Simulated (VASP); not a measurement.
# HfB (Fm-3m) in VASP: a series of runs, part 2 of 2

VASP 6.6.1.

### 4 Single point, LDA (12.08 Å³/atom)

This run uses another cell than the first one, of 12.08 Å³/atom.

INCAR

```
SYSTEM = HfB
PREC     = Accurate       ! precision mode
ENCUT    = 520            ! plane-wave cutoff, eV
EDIFF    = 1E-7           ! SCF threshold, eV
ISMEAR   = -1             ! smearing method
SIGMA    = 0.05           ! smearing width, eV
LREAL    = .False.        ! projectors in reciprocal space
LASPH    = .True.         ! aspherical terms in the spheres
NELM     = 100            ! most SCF steps
ALGO     = Normal         ! electronic algorithm
ISIF     = 2              ! what is computed and relaxed
LWAVE    = .False.        ! write WAVECAR
LCHARG   = .False.        ! write CHGCAR
NBANDS   = 14             ! bands
```

KPOINTS

```
Automatic mesh
0
Gamma
  15 15 15
  0 0 0
```

POSCAR

```
HfB
1.0
    0.0000000000      2.2944961772      2.2944961772
    2.2944961772      0.0000000000      2.2944961772
    2.2944961772      2.2944961772      0.0000000000
Hf B
1 1
Direct
    0.5000000000      0.5000000000      0.5000000000
    0.0000000000      0.0000000000      0.0000000000
```

Potentials or basis: VASP PAW LDA potentials, release 64 (Hf_pv, B).

Command:

```bash
$ cat potpaw_LDA.64/Hf_pv/POTCAR potpaw_LDA.64/B/POTCAR > POTCAR
$ mpirun -np 1 vasp_std > vasp.out
```

OUTCAR:

```text
SYSTEM = HfB
   PREC = Accurate
   ENCUT = 520
   EDIFF = 1E-7
   ISMEAR = -1
   LREAL = .False.
   LASPH = .True.
   NELM = 100
   ISIF = 2

 ion  position               nearest neighbor table
   1  0.500  0.500  0.500-   2 2.29   2 2.29   2 2.29   2 2.29   2 2.29   2 2.29
   2  0.000  0.000  0.000-   1 2.29   1 2.29   1 2.29   1 2.29   1 2.29   1 2.29

  LATTYP: Found a face centered cubic cell.
 ALAT       =     4.5889923544

  Lattice vectors:

 A1 = (   0.0000000000,   2.2944961772,   2.2944961772)
 A2 = (   2.2944961772,   0.0000000000,   2.2944961772)
 A3 = (   2.2944961772,   2.2944961772,   0.0000000000)

Analysis of symmetry for initial positions (statically):
=====================================================================
 Subroutine PRICEL returns:
 Original cell was already a primitive cell.

 Routine SETGRP: Setting up the symmetry group for a
 face centered cubic supercell.

 Subroutine GETGRP returns: Found 48 space group operations
 (whereof 48 operations were pure point group operations)
 out of a pool of 48 trial point group operations.

The static configuration has the point symmetry O_h .

Analysis of symmetry for dynamics (positions and initial velocities):
[... 173 lines left out ...]
      7       7.3630      0.00000
      8       9.2528      0.00000
      9       9.2528      0.00000
     10       9.2528      0.00000
     11       9.4637      0.00000
     12       9.4637      0.00000
     13      17.0631      0.00000
     14      18.6586      0.00000
[... 377 lines left out ...]
      1     -23.0623      2.00000
      2     -22.9049      2.00000
      3     -22.8961      2.00000
      4      -3.1515      2.00000
      5       4.7423      1.99990
      6       5.8682      0.00001
      7       6.5933      0.00000
      8       7.1931      0.00000
      9       9.7564      0.00000
     10      11.1337      0.00000
     11      11.7560      0.00000
     12      14.6391      0.00000
     13      19.5699      0.00000
     14      19.6821      0.00000

 [... further k-points ...]

------------------------ aborting loop because EDIFF is reached ----------------------------------------

  FORCE on cell =-STRESS in cart. coord.  units (eV):
  Direction    XX          YY          ZZ          XY          YZ          ZX
  --------------------------------------------------------------------------------------
  -------------------------------------------------------------------------------------
  Total        3.8598597      3.8598597      3.8598597      0.0000000     -0.0000000      0.0000000
  in kB      255.9706027    255.9706027    255.9706027      0.0000000     -0.0000000      0.0000000
  external PRESSURE =     255.9706027 kB  Pullay stress =       0.0000000 kB

 VOLUME and BASIS-vectors are now :
 -----------------------------------------------------------------------------
  energy-cutoff  :      520.00
  volume of cell :       24.16
      direct lattice vectors                 reciprocal lattice vectors
     0.000000000  2.294496177  2.294496177    -0.217912762  0.217912762  0.217912762
     2.294496177  0.000000000  2.294496177     0.217912762 -0.217912762  0.217912762
     2.294496177  2.294496177  0.000000000     0.217912762  0.217912762 -0.217912762

 POSITION                                       TOTAL-FORCE (eV/Angst)
 -----------------------------------------------------------------------------------
      2.29450      2.29450      2.29450        -0.000000     -0.000000      0.000000
      0.00000      0.00000      0.00000         0.000000      0.000000     -0.000000
 -----------------------------------------------------------------------------------
    total drift:                               -0.000000     -0.000000      0.000000

  FREE ENERGIE OF THE ION-ELECTRON SYSTEM (eV)
  ---------------------------------------------------
  free  energy   TOTEN  =       -18.8059214986 eV

  energy  without entropy=      -18.7978213824  energy(sigma->0) =      -18.80187144
```

OSZICAR:

```text
N       E                     dE             d eps       ncg     rms          rms(c)
DAV:   1     0.209394175098E+02    0.20939E+02   -0.70527E+03  3384   0.876E+02
DAV:   2    -0.195084105185E+02   -0.40448E+02   -0.38395E+02  4224   0.195E+02
DAV:   3    -0.204727678414E+02   -0.96436E+00   -0.95899E+00  4188   0.207E+01
DAV:   4    -0.204758313784E+02   -0.30635E-02   -0.30634E-02  3894   0.144E+00
DAV:   5    -0.204758468041E+02   -0.15426E-04   -0.15425E-04  4310   0.922E-02    0.695E+01
DAV:   6    -0.188546869992E+02    0.16212E+01   -0.26239E+00  4194   0.996E+00    0.438E+01
DAV:   7    -0.188605147887E+02   -0.58278E-02   -0.13786E+00  4266   0.615E+00    0.897E+00
DAV:   8    -0.188060986265E+02    0.54416E-01   -0.18367E-01  3888   0.261E+00    0.721E-01
DAV:   9    -0.188059307066E+02    0.16792E-03   -0.76287E-03  4100   0.628E-01    0.215E-01
DAV:  10    -0.188059223179E+02    0.83886E-05   -0.79550E-05  4104   0.658E-02    0.167E-01
DAV:  11    -0.188059222502E+02    0.67753E-07   -0.82900E-06  4074   0.194E-02    0.434E-02
DAV:  12    -0.188059215040E+02    0.74620E-06   -0.20243E-06  3924   0.963E-03    0.497E-03
DAV:  13    -0.188059214986E+02    0.53731E-08   -0.11255E-07  2722   0.270E-03
   1 F= -.18805921E+02 E0= -.18801871E+02  d E =-.810012E-02
```

Run time: 46 s. Hardware: 1 thread of Intel Xeon 8259CL, shared host; peak memory 0.16 GiB.

Results:

- Free energy: -18.8059 eV
- Pressure: 25.6 GPa
- Band gap on the k mesh: zero (an odd number of electrons rules out a gap without spin polarisation)

Caveat: the cell stands under pressure; spin-orbit coupling is left out, which moves the levels of the heavy elements.

### 5 Single point, LDA (12.20 Å³/atom)

This run uses another cell than the first one, of 12.20 Å³/atom.

INCAR

```
SYSTEM = HfB
ALGO = Normal
EDIFF = 1E-7
ENCUT = 520
GGA = CA
ISIF = 2
ISMEAR = -1
LASPH = .True.
LCHARG = .False.
LREAL = .False.
LWAVE = .False.
NBANDS = 14
NELM = 60
PREC = Accurate
SIGMA = 0.05
```

KPOINTS

```
k-points
0
Gamma
  15 15 15
  0 0 0
```

POSCAR

```
HfB
1.0
    0.0000000000      2.3022741898      2.3022741898
    2.3022741898      0.0000000000      2.3022741898
    2.3022741898      2.3022741898      0.0000000000
Hf B
1 1
Direct
    0.5000000000      0.5000000000      0.5000000000
    0.0000000000      0.0000000000      0.0000000000
```

Command:

```bash
$ cat potpaw_LDA.64/Hf_pv/POTCAR potpaw_LDA.64/B/POTCAR > POTCAR
$ mpirun -np 1 vasp_std > vasp.out
```

It took 48 s on 1 thread of Intel Xeon 8259CL, shared host; peak memory 0.16 GiB.

The run converged. Its results:

| Quantity | Value |
| --- | --- |
| Free energy | -18.8432 eV |
| Pressure | 22.7 GPa |
| Band gap on the k mesh | zero (an odd number of electrons rules out a gap without spin polarisation) |

Levels at points of the mesh, in eV from the Fermi level:
| k point | band 4 | band 5 | band 6 | band 7 | band 8 | band 9 | band 10 | band 11 |
| --- | --- | --- | --- | --- | --- | --- | --- | --- |
| (0.00, 0.00, 0.00) | -9.47 | 2.12 | 2.12 | 2.12 | 3.99 | 3.99 | 3.99 | 4.19 |

Caveat: the cell stands under pressure; spin-orbit coupling is left out, which moves the levels of the heavy elements.

### 6 Overview

| cell | gap on the mesh (eV) | pressure (GPa) |
| --- | --- | --- |
| a = 3.200 Å, angles 60.0°, 2 atoms | none | 38.4 |
| a = 3.223 Å, angles 60.0°, 2 atoms | none | 31.7 |
| a = 3.245 Å, angles 60.0°, 2 atoms | none | 25.6 |
| a = 3.256 Å, angles 60.0°, 2 atoms | none | 22.7 |

Alike in all rows: task single point; level LDA; potentials or basis VASP PAW LDA potentials, release 64 (Hf_pv, B); no spin polarisation; k mesh 15 × 15 × 15; cutoff (eV) 520; smearing fermi-dirac 0.05 eV.

Caveats: the cell stands under pressure; spin-orbit coupling is left out, which moves the levels of the heavy elements.

Absolute energies hang on the potentials; compare differences alone.
